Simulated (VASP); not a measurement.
Set up this calculation in VASP 6.6.1, as the native input.

* Task: single point
* Functional: PBEsol
* Potentials or basis: VASP PAW PBE potentials, release 64 (Hg, Te)
* Cutoff: 520 eV
* k mesh: 14 × 14 × 14
* Occupations: gaussian, width 0.15 eV
* Spin: no spin polarisation
* Dipole correction: no
* Further INCAR settings: ALGO = Normal; EDIFF = 1e-07; NBANDS = 16

The structure of HgTe lies in POSCAR:

```
HgTe
1.0
    0.0000000000      3.3846750000      3.0623250000
    3.3846750000      0.0000000000      3.0623250000
    3.3846750000      3.3846750000      0.0000000000
Hg Te
1 1
Direct
    0.0000000000      0.0000000000      0.0000000000
    0.7500000000      0.7500000000      0.7500000000
```

This cell differs from its parent crystal: strain +0.050 along x and y, -0.050 along z.

These files were run (other wordings do the same):

INCAR

```
SYSTEM = HgTe
ALGO     = Normal         ! electronic algorithm
EDIFF    = 1E-7           ! SCF threshold, eV
ENCUT    = 520            ! plane-wave cutoff, eV
GGA      = PS             ! functional
ISIF     = 2              ! what is computed and relaxed
ISMEAR   = 0              ! smearing method
LASPH    = .TRUE.         ! aspherical terms in the spheres
LCHARG   = .TRUE.         ! write CHGCAR
LELF     = .TRUE.         ! ELF
LREAL    = .FALSE.        ! projectors in reciprocal space
LVHAR    = .TRUE.       
LWAVE    = .FALSE.        ! write WAVECAR
NBANDS   = 16             ! bands
NELM     = 60             ! most SCF steps
PREC     = Accurate       ! precision mode
SIGMA    = 0.15           ! smearing width, eV
```

KPOINTS

```
k-points
0
G
  14 14 14
  0 0 0
```

Potentials or basis: VASP PAW PBE potentials, release 64 (Hg, Te).

Run with:

```sh
$ cat potpaw_PBE.64/Hg/POTCAR potpaw_PBE.64/Te/POTCAR > POTCAR
$ mpirun -np 1 vasp_std > vasp.out
```

Results of the run:

```
Pressure : -0.8 GPa
```

Caveat: the cell differs from its parent crystal (strain +0.050 along x and y, -0.050 along z); the PAW data sets were made with another functional, which shifts forces and pressure a little.

Run time: 6.1 min on 1 thread of Intel Xeon 8259CL, on a shared host, peak memory 0.42 GiB.
